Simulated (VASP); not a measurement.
# TePb (Fm-3m) in VASP: settings compared, part 2 of 3

VASP 6.6.1. The steps go on from the part before.

### 3 Electric field gradients, PBE+D3(BJ), non-collinear spin, zero start, spin-orbit coupling

INCAR reads:

```
ALGO = Normal
EDIFF = 1E-8
ENCUT = 520
GGA = PE
GGA_COMPAT = False
ISIF = 2
ISMEAR = 0
IVDW = 12
LASPH = True
LCHARG = False
LEFG = True
LNONCOLLINEAR = True
LORBIT = 11
LORBMOM = True
LREAL = False
LSORBIT = True
LWAVE = False
MAGMOM = 0 0 0 0 0 0
NBANDS = 32
NELM = 150
PREC = Accurate
SIGMA = 0.01
```

KPOINTS reads:

```
k-points
0
Gamma
  7 7 7
```

POSCAR reads:

```
TePb
1.0
    0.0000000000      3.2310000000      3.2310000000
    3.2310000000      0.0000000000      3.2310000000
    3.2310000000      3.2310000000      0.0000000000
Pb Te
1 1
Direct
    0.0000000000      0.0000000000      0.0000000000
    0.5000000000      0.5000000000      0.5000000000
```

Potentials or basis: VASP PAW PBE potentials, release 64 (Pb_d, Te).

The run is started by

```sh
cat potpaw_PBE.64/Pb_d/POTCAR potpaw_PBE.64/Te/POTCAR > POTCAR
mpirun -np 1 vasp_ncl > vasp.out
```

OUTCAR:

```text
EDIFF = 1E-8
   ENCUT = 520
   GGA = PE
   ISIF = 2
   ISMEAR = 0
   IVDW = 12
   LASPH = True
   LNONCOLLINEAR = True
   LORBIT = 11
   LREAL = False
   LSORBIT = True
   NELM = 150
   PREC = Accurate
 IVDW          = 12

 ion  position               nearest neighbor table
   1  0.000  0.000  0.000-   2 3.23   2 3.23   2 3.23   2 3.23   2 3.23   2 3.23
   2  0.500  0.500  0.500-   1 3.23   1 3.23   1 3.23   1 3.23   1 3.23   1 3.23

  LATTYP: Found a face centered cubic cell.
 ALAT       =     6.4620000000

  Lattice vectors:

 A1 = (   0.0000000000,   3.2310000000,   3.2310000000)
 A2 = (   3.2310000000,   0.0000000000,   3.2310000000)
 A3 = (   3.2310000000,   3.2310000000,   0.0000000000)
[... 1022 lines left out ...]
 l=   3
     0.0000000     0.0000000     0.0000000     0.0000000     0.0000000     0.0000000     0.0000000
     0.0000000     0.0000000     0.0000000     0.0000000     0.0000000     0.0000000     0.0000000
     0.0000000     0.0000000     0.0000000     0.0000000     0.0000000     0.0000000     0.0000000
     0.0000000     0.0000000     0.0000000     0.0000000     0.0000000     0.0000000     0.0000000
     0.0000000     0.0000000     0.0000000     0.0000000     0.0000000     0.0000000     0.0000000
     0.0000000     0.0000000     0.0000000     0.0000000     0.0000000     0.0000000     0.0000000
     0.0000000     0.0000000     0.0000000     0.0000000     0.0000000     0.0000000     0.0000000

 total charge

# of ion       s       p       d       tot
------------------------------------------
    1        1.450   0.607   9.834  11.890
    2        1.379   1.989   0.019   3.387
--------------------------------------------------
tot          2.829   2.595   9.853  15.277

 magnetization (x)

# of ion       s       p       d       tot
------------------------------------------
    1        0.000   0.000   0.000   0.000
    2        0.000   0.000  -0.000   0.000
--------------------------------------------------
tot          0.000   0.000   0.000   0.000

 magnetization (y)

# of ion       s       p       d       tot
------------------------------------------
    1        0.000   0.000  -0.000  -0.000
    2        0.000  -0.000  -0.000   0.000
--------------------------------------------------
tot          0.000  -0.000  -0.000  -0.000

 magnetization (z)

# of ion       s       p       d       tot
------------------------------------------
    1        0.000   0.000  -0.000   0.000
    2        0.000  -0.000   0.000   0.000
--------------------------------------------------
tot          0.000   0.000   0.000   0.000
```

OSZICAR:

```text
N       E                     dE             d eps       ncg     rms          rms(c)
DAV:   1     0.193849082825E+03    0.19385E+03   -0.87328E+03  1280   0.122E+03
DAV:   2     0.109013383885E+02   -0.18295E+03   -0.17603E+03  1312   0.347E+02
DAV:   3    -0.730278291942E+01   -0.18204E+02   -0.17798E+02  1704   0.126E+02
DAV:   4    -0.808126523654E+01   -0.77848E+00   -0.77748E+00  1552   0.279E+01
DAV:   5    -0.812180340566E+01   -0.40538E-01   -0.40536E-01  1960   0.622E+00    0.405E+00
DAV:   6    -0.803038411838E+01    0.91419E-01   -0.18888E-01  1768   0.342E+00    0.257E+00
DAV:   7    -0.802982214041E+01    0.56198E-03   -0.57688E-02  1776   0.117E+00    0.154E+00
DAV:   8    -0.803158533574E+01   -0.17632E-02   -0.31015E-03  1752   0.440E-01    0.625E-01
DAV:   9    -0.803217619640E+01   -0.59086E-03   -0.14967E-03  1592   0.446E-01    0.101E-01
DAV:  10    -0.803226866931E+01   -0.92473E-04   -0.16741E-04  1544   0.126E-01    0.345E-02
DAV:  11    -0.803229277172E+01   -0.24102E-04   -0.32647E-05  1528   0.500E-02    0.144E-02
DAV:  12    -0.803229728630E+01   -0.45146E-05   -0.50738E-06  1560   0.203E-02    0.656E-03
DAV:  13    -0.803229805923E+01   -0.77294E-06   -0.22620E-06  1600   0.188E-02    0.485E-03
DAV:  14    -0.803229773116E+01    0.32807E-06   -0.32644E-07  1632   0.569E-03    0.174E-03
DAV:  15    -0.803229767556E+01    0.55604E-07   -0.57295E-08  1288   0.161E-03    0.730E-04
DAV:  16    -0.803229766566E+01    0.99039E-08   -0.20239E-09  1096   0.468E-04
   1 F= -.88369644E+01 E0= -.88369644E+01  d E =-.717542E-14  mag=     0.0000     0.0000    -0.0000
```

Run time: 2 min. Hardware: 1 thread of Intel Xeon Platinum 8375C at 2.90GHz (Ice Lake), shared host; peak memory 0.42 GiB.

What came out:

```
Free energy                                           : -8.8370 eV
Pressure                                              : 0.0 GPa
Net moment                                            : 0.00 μB per cell
Largest electric field gradient by atom               : zero within the noise of the run
Valence electrons inside the program's atomic spheres : Pb 11.89; Te 3.39
Dispersion energy per atom                            : -0.402 eV
```

Moments on the atoms (μB; x, y, z):
```
Pb  0.00 0.00 0.00
Te  0.00 0.00 0.00
```

Caveat: this odd mesh misses L, so gap, dielectric constants and Born charges aren't listed; three body term missing.

### 4 Electric field gradients, PBEsol

INCAR reads:

```
  PREC = Accurate
  ENCUT = 520
  EDIFF = 1E-8
  ISMEAR = 1
  SIGMA = 0.001
  LREAL = F
  LASPH = T
  NELM = 100
  ALGO = Normal
  ISIF = 2
  LWAVE = F
  LCHARG = F
  GGA = PS
  LEFG = T
  ISYM = 0
  NBANDS = 17
```

KPOINTS reads:

```
regular mesh
0
Gamma
  7 7 7
```

POSCAR reads:

```
TePb
1.0
    4.5693240200      0.0000000000      0.0000000000
    2.2846620100      3.9571506794      0.0000000000
    2.2846620100      1.3190502265      3.7308374395
Pb Te
1 1
Direct
    0.0000000000      0.0000000000      0.0000000000
    0.5000000000      0.5000000000      0.5000000000
```

Potentials or basis: VASP PAW PBE potentials, release 64 (Pb_d, Te).

The run is started by

```sh
cat potpaw_PBE.64/Pb_d/POTCAR potpaw_PBE.64/Te/POTCAR > POTCAR
mpirun -np 1 vasp_std > vasp.out
```

OUTCAR:

```text
PREC = Accurate
   ENCUT = 520
   EDIFF = 1E-8
   ISMEAR = 1
   LREAL = F
   LASPH = T
   NELM = 100
   ISIF = 2
   GGA = PS
   ISYM = 0

 ion  position               nearest neighbor table
   1  0.000  0.000  0.000-   2 3.23   2 3.23   2 3.23   2 3.23   2 3.23   2 3.23
   2  0.500  0.500  0.500-   1 3.23   1 3.23   1 3.23   1 3.23   1 3.23   1 3.23

IMPORTANT INFORMATION: All symmetrisations will be switched off!
NOSYMM: (Re-)initialisation of all symmetry stuff for point group C_1.

----------------------------------------------------------------------------------------

                                     Primitive cell

  volume of cell :      67.4592

  direct lattice vectors                    reciprocal lattice vectors
     4.569324020  0.000000000  0.000000000     0.218850752 -0.126353541 -0.089345446
     2.284662010  3.957150679  0.000000000     0.000000000  0.252707082 -0.089345446
     2.284662010  1.319050226  3.730837440     0.000000000  0.000000000  0.268036337

  length of vectors
     4.569324020  4.569324020  4.569324020     0.268036337  0.268036337  0.268036337

  position of ions in fractional coordinates (direct lattice)
     0.000000000  0.000000000  0.000000000
     0.500000000  0.500000000  0.500000000

  ion indices of the primitive-cell ions
   primitive index   ion index
                 1           1
                 2           2

----------------------------------------------------------------------------------------

 KPOINTS: regular mesh

[... 124 lines left out ...]
  band No.  band energies     occupation
      1     -11.1675      2.00000
      2     -11.1675      2.00000
      3     -11.1566      2.00000
      4     -11.1566      2.00000
      5     -11.1566      2.00000
      6      -6.5751      2.00000
[... 457 lines left out ...]
      4     -11.1470      2.00000
      5     -11.1449      2.00000
      6      -5.9558      2.00000
[... 9 lines left out ...]
     16      13.2976      0.00000
     17      14.7109      0.00000

 [... further k-points ...]

------------------------ aborting loop because EDIFF is reached ----------------------------------------

  FORCE on cell =-STRESS in cart. coord.  units (eV):
  Direction    XX          YY          ZZ          XY          YZ          ZX
  --------------------------------------------------------------------------------------
  -------------------------------------------------------------------------------------
  Total       -0.1821031     -0.1821096     -0.1821091      0.0000046      0.0000013      0.0000027
  in kB       -4.3250088     -4.3251631     -4.3251510      0.0001091      0.0000303      0.0000651
  external PRESSURE =      -4.3251076 kB  Pullay stress =       0.0000000 kB

 VOLUME and BASIS-vectors are now :
 -----------------------------------------------------------------------------
  energy-cutoff  :      520.00
  volume of cell :       67.46
      direct lattice vectors                 reciprocal lattice vectors
     4.569324020  0.000000000  0.000000000     0.218850752 -0.126353541 -0.089345446
     2.284662010  3.957150679  0.000000000     0.000000000  0.252707082 -0.089345446
     2.284662010  1.319050226  3.730837440     0.000000000  0.000000000  0.268036337

 POSITION                                       TOTAL-FORCE (eV/Angst)
 -----------------------------------------------------------------------------------
      0.00000      0.00000      0.00000         0.000000      0.000000     -0.000000
      4.56932      2.63810      1.86542        -0.000000     -0.000000      0.000000
 -----------------------------------------------------------------------------------
    total drift:                                0.000000      0.000000     -0.000000

  FREE ENERGIE OF THE ION-ELECTRON SYSTEM (eV)
  ---------------------------------------------------
  free  energy   TOTEN  =        -8.2600269452 eV

  energy  without entropy=       -8.2600269452  energy(sigma->0) =       -8.26002695

 Electric field gradients (V/A^2)
---------------------------------------------------------------------
 ion       V_xx      V_yy      V_zz      V_xy      V_xz      V_yz
---------------------------------------------------------------------
   1       0.000    -0.000    -0.000     0.000     0.000     0.000
   2      -0.000     0.000     0.000    -0.000    -0.000    -0.000
---------------------------------------------------------------------

 Electric field gradients after diagonalization (V/A^2)
 (convention: |V_zz| > |V_xx| > |V_yy|)
----------------------------------------------------------------------
 ion       V_xx      V_yy      V_zz     asymmetry (V_yy - V_xx)/ V_zz
----------------------------------------------------------------------
   1      -0.000    -0.000     0.001       0.153
   2       0.000     0.000    -0.000       0.126
----------------------------------------------------------------------

           NMR quadrupolar parameters

 Cq : quadrupolar parameter    Cq=e*Q*V_zz/h
 eta: asymmetry parameters     (V_yy - V_xx)/ V_zz
 Q  : nuclear electric quadrupole moment in mb (millibarn)
----------------------------------------------------------------------
 ion       Cq(MHz)       eta       Q (mb)
----------------------------------------------------------------------
   1       0.000       0.153       1.000
   2      -0.000       0.126       1.000
----------------------------------------------------------------------
```

It took 7.7 min on 1 thread of AMD EPYC 7R13, shared host; peak memory 0.32 GiB.

Results:

| Property | Result |
| --- | --- |
| Free energy | -8.2600 eV |
| Pressure | -0.4 GPa |
| Largest electric field gradient by atom | zero within the noise of the run |

Levels at points of the mesh, in eV from the Fermi level:
| k point | band 7 | band 8 | band 9 | band 10 | band 11 | band 12 | band 13 | band 14 |
| --- | --- | --- | --- | --- | --- | --- | --- | --- |
| (0.00, 0.00, 0.00) | -5.55 | -1.27 | -1.27 | -1.27 | 4.13 | 4.13 | 4.13 | 5.83 |

Caveat: this odd mesh misses L, so gap, dielectric constants and Born charges aren't listed; the PAW data sets were made with another functional, which shifts forces and pressure a little; spin-orbit coupling is left out, which moves the levels of the heavy elements.

### 5 Equation of state, TPSS

POSCAR.step1 reads:

```
TePb
1.0
    0.0000000000      3.1310073621      3.1310073621
    3.1310073621      0.0000000000      3.1310073621
    3.1310073621      3.1310073621      0.0000000000
Pb Te
1 1
Direct
    0.0000000000      0.0000000000      0.0000000000
    0.5000000000      0.5000000000      0.5000000000
```

POSCAR.step2 reads:

```
TePb
1.0
    0.0000000000      3.1650427173      3.1650427173
    3.1650427173      0.0000000000      3.1650427173
    3.1650427173      3.1650427173      0.0000000000
Pb Te
1 1
Direct
    0.0000000000      0.0000000000      0.0000000000
    0.5000000000      0.5000000000      0.5000000000
```

POSCAR.step3 reads:

```
TePb
1.0
    0.0000000000      3.1983614049      3.1983614049
    3.1983614049      0.0000000000      3.1983614049
    3.1983614049      3.1983614049      0.0000000000
Pb Te
1 1
Direct
    0.0000000000      0.0000000000      0.0000000000
    0.5000000000      0.5000000000      0.5000000000
```

POSCAR.step4 reads:

```
TePb
1.0
    0.0000000000      3.2310000000      3.2310000000
    3.2310000000      0.0000000000      3.2310000000
    3.2310000000      3.2310000000      0.0000000000
Pb Te
1 1
Direct
    0.0000000000      0.0000000000      0.0000000000
    0.5000000000      0.5000000000      0.5000000000
```

POSCAR.step5 reads:

```
TePb
1.0
    0.0000000000      3.2629921796      3.2629921796
    3.2629921796      0.0000000000      3.2629921796
    3.2629921796      3.2629921796      0.0000000000
Pb Te
1 1
Direct
    0.0000000000      0.0000000000      0.0000000000
    0.5000000000      0.5000000000      0.5000000000
```

POSCAR.step6 reads:

```
TePb
1.0
    0.0000000000      3.2943690292      3.2943690292
    3.2943690292      0.0000000000      3.2943690292
    3.2943690292      3.2943690292      0.0000000000
Pb Te
1 1
Direct
    0.0000000000      0.0000000000      0.0000000000
    0.5000000000      0.5000000000      0.5000000000
```

POSCAR.step7 reads:

```
TePb
1.0
    0.0000000000      3.3251593095      3.3251593095
    3.3251593095      0.0000000000      3.3251593095
    3.3251593095      3.3251593095      0.0000000000
Pb Te
1 1
Direct
    0.0000000000      0.0000000000      0.0000000000
    0.5000000000      0.5000000000      0.5000000000
```

INCAR reads:

```
SYSTEM = TePb
ALGO     = Normal         ! electronic algorithm
EDIFF    = 1E-7           ! SCF threshold, eV
EFERMI   = MIDGAP       
ENCUT    = 450            ! plane-wave cutoff, eV
GGA_COMPAT= .FALSE.      
ISIF     = 2              ! what is computed and relaxed
ISMEAR   = 0              ! smearing method
LASPH    = .TRUE.         ! aspherical terms in the spheres
LCHARG   = .FALSE.        ! write CHGCAR
LMIXTAU  = .TRUE.       
LREAL    = .FALSE.        ! projectors in reciprocal space
LWAVE    = .FALSE.        ! write WAVECAR
METAGGA  = TPSS           ! meta-GGA
NELM     = 120            ! most SCF steps
NSW      = 0              ! ionic steps
PREC     = Accurate       ! precision mode
SIGMA    = 0.03           ! smearing width, eV
```

KPOINTS reads:

```
k-points
0
Gamma
  6 6 6
```

Potentials or basis: VASP PAW PBE potentials, release 64 (Pb_d_GW, Te_GW).

The run is started by

```sh
cat potpaw_PBE.64/Pb_d_GW/POTCAR potpaw_PBE.64/Te_GW/POTCAR > POTCAR
cp POSCAR.step1 POSCAR
mpirun -np 1 vasp_std > vasp.out
cp POSCAR.step2 POSCAR
mpirun -np 1 vasp_std > vasp.out
cp POSCAR.step3 POSCAR
mpirun -np 1 vasp_std > vasp.out
cp POSCAR.step4 POSCAR
mpirun -np 1 vasp_std > vasp.out
cp POSCAR.step5 POSCAR
mpirun -np 1 vasp_std > vasp.out
cp POSCAR.step6 POSCAR
mpirun -np 1 vasp_std > vasp.out
cp POSCAR.step7 POSCAR
mpirun -np 1 vasp_std > vasp.out
```

Wall time 7.4 min (1 thread of Intel Xeon 6975P-C (Granite Rapids), shared host); peak memory 0.23 GiB.

It converged, with:

| Quantity | Value |
| --- | --- |
| Equilibrium volume | 35.04 Å³/atom |
| Bulk modulus | 40 GPa |
| Pressure derivative of the bulk modulus | 4.6 |

Energy against volume, from the lowest point:
| volume (Å³/atom) | energy (meV/atom) |
| --- | --- |
| 30.694 | 86.08 |
| 31.706 | 47.46 |
| 32.718 | 21.55 |
| 33.730 | 6.29 |
| 34.741 | 0.00 |
| 35.753 | 1.47 |
| 36.765 | 9.49 |

Caveat: the PAW data sets were made with another functional, which shifts forces and pressure a little; spin-orbit coupling is left out, which moves the levels of the heavy elements.

(Continued in part 3 of 3.)
